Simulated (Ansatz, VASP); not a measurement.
**One calculation of CsSnI3, two programs**

```
Cs I Sn
1.0
     6.07902    0.00000    0.00000
     0.00000    6.07902    0.00000
     0.00000    0.00000    6.07902
Cs I Sn
1 3 1
Cartesian
  0.0000 0.0000 0.0000
  3.0395 3.0395 0.0000
  3.0395 0.0000 3.0395
  0.0000 3.0395 3.0395
  3.0395 3.0395 3.0395
```

Alike in both runs: task single point; functional PBEsol; dispersion D4; k mesh 5 × 5 × 5; occupations fermi-dirac, width 0.05 eV; no spin polarisation.

|  | VASP | Ansatz |
| --- | --- | --- |
| version | VASP 6.6.1 | Ansatz 0.2.0 |
| potentials or method | VASP PAW PBE potentials, release 64 (Cs_sv, I, Sn_d) | Ansatz PAW |
| plane-wave cutoff (eV) | 520 | 420 |
| valence electrons in the cell | 44 | 74 |

VASP gave:

```
gap on the k mesh at the Fermi level (eV) : 1.67
least direct gap on the mesh (eV)         : 1.67
pressure (GPa)                            : -0.1
```

Question: Which values does Ansatz return?

Answer: gap on the k mesh at the Fermi level (eV): 1.67; least direct gap on the mesh (eV): 1.67; pressure (GPa): -0.2.

VASP's potentials were made for PBE, not for PBEsol. VASP's potentials hold 44 valence electrons a cell and Ansatz's 74, so a difference there can come from the potentials and not from the codes.

Neither program's run includes spin-orbit coupling. Noted on Ansatz's run: odd divisions of the mesh miss points on the zone boundary, where band edges often lie, so the gap on the mesh can be too wide.
